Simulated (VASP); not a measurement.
Write the native input for VASP 6.6.1 that does the following.

```
Task                   : single point
Functional             : BLYP
Dispersion             : D3(BJ)
Potentials or basis    : VASP PAW PBE potentials, release 64 (Ti_sv)
Cutoff                 : 520 eV
k mesh                 : 11 × 11 × 11
Occupations            : gaussian, width 0.025 eV
Spin                   : no spin polarisation
Dipole correction      : no
Further INCAR settings : ALGO = Normal; EDIFF = 1e-06; NBANDS = 12
```

The structure of Ti lies in POSCAR:

```
Ti
1.0
    0.0000000000      2.0434441004      2.0434441004
    2.0434441004      0.0000000000      2.0434441004
    2.0434441004      2.0434441004      0.0000000000
Ti
1
Direct
    0.0000000000      0.0000000000      0.0000000000
```

These files were run (other wordings do the same):

INCAR

```
AGGAC = 1.0
AGGAX = 1.0
ALDAC = 0.0
ALDAX = 1.0
ALGO = Normal
EDIFF = 1E-6
ENCUT = 520
GGA = B5
ISIF = 2
ISMEAR = 0
IVDW = 12
LASPH = True
LCHARG = False
LREAL = False
LWAVE = False
NBANDS = 12
NELM = 80
PREC = Accurate
SIGMA = 0.025
VDW_A1 = 0.4298
VDW_A2 = 4.2359
VDW_S6 = 1.0
VDW_S8 = 2.6996
```

KPOINTS

```
k-points
0
Gamma
  11 11 11
```

Potentials or basis: VASP PAW PBE potentials, release 64 (Ti_sv).

Command:

```sh
$ cat potpaw_PBE.64/Ti_sv/POTCAR > POTCAR
$ mpirun -np 1 vasp_std > vasp.out
```

Results of the run:

The pressure is -10.2 GPa, the band gap on the k mesh is zero (band 6 reaches 9.69 eV, above the bottom of band 7 at 8.58 eV) and the dispersion energy per atom is -1.450 eV.

Caveat: three body term missing; the PAW data sets were made with another functional, which shifts forces and pressure a little; pairwise dispersion overbinds metals, which lowers pressure and volume.

Run time: 23 s on 1 thread of Intel(R) Xeon(R) Platinum 8375C CPU @ 2.90GHz (Ice Lake), with other jobs on the host, peak memory 0.15 GiB.
